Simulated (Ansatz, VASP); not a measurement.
**One calculation of Hg, two programs**

File INCAR:

```
SYSTEM = Hg
  PREC = Accurate
  ENCUT = 520
  EDIFF = 1E-6
  ISMEAR = 0
  SIGMA = 0.05
  LREAL = .FALSE.
  LASPH = .TRUE.
  NELM = 60
  ALGO = Fast
  ISIF = 2
  LWAVE = .FALSE.
  LCHARG = .FALSE.
  GGA = PE
  NBANDS = 19
```

Contents of KPOINTS:

```
regular mesh
0
G
  12 8 12
  0 0 0
```

Contents of POSCAR:

```
Hg
1.0
    3.4133030269      0.0000000000      0.0000000000
    0.0000000000      5.4991271400      0.0000000000
   -1.6998547957      0.0000000000      3.0241256614
Hg
2
Direct
    0.6515596900      0.2500000000      0.8042281600
    0.3375162843      0.7696576652      0.0874231678
```

Input for Ansatz:

```yaml
crystal:
  lattice:
    - [3.4133030269, 0.0, 0.0]
    - [0.0, 5.49912714, 0.0]
    - [-1.6998547957, 0.0, 3.0241256614]
  atoms:
    - { symbol: Hg, position: [0.65155969, 0.25, 0.80422816] }
    - { symbol: Hg, position: [0.3375162843, 0.7696576652, 0.0874231678] }
basis:
  ecutwfc: 420
kpoints:
  mp_grid: { grid: [12, 8, 12] }
hamiltonian:
  xc: pbe
scf:
  occupations: { method: gaussian, width: 0.05 }
output:
  forces: true
  stress: true
  eigenvalues: true
  populations: true
```

Change from the starting cell: one atom moved.

Alike in both runs: task single point; functional PBE; k mesh 12 × 8 × 12; occupations gaussian, width 0.05 eV; no spin polarisation.

|  | VASP | Ansatz |
| --- | --- | --- |
| version | VASP 6.6.1 | Ansatz 0.2.0 |
| potentials or method | VASP PAW PBE potentials, release 64 (Hg), cutoff 520 eV | scalar-relativistic, plane waves, PAW |
| valence electrons in the cell | 24 | 40 |

```csv
,VASP,Ansatz,Ansatz less VASP
gap on the k mesh at the Fermi level (eV),none,none,-
pressure (GPa),1.1,1.0,-0.12
"traceless stress, the component that is largest in VASP (GPa)",-0.33,-0.31,+0.021
rms of the force components (eV/Å),0.104,0.099,-0.0046
```

Atom by atom the forces differ by 0.005 eV/Å (rms over components). A gap of «none» marks a metal or a gap that the smearing closes. VASP's potentials hold 24 valence electrons a cell and Ansatz's 40, so a difference there can come from the potentials and not from the codes.

Spin-orbit coupling is off throughout.
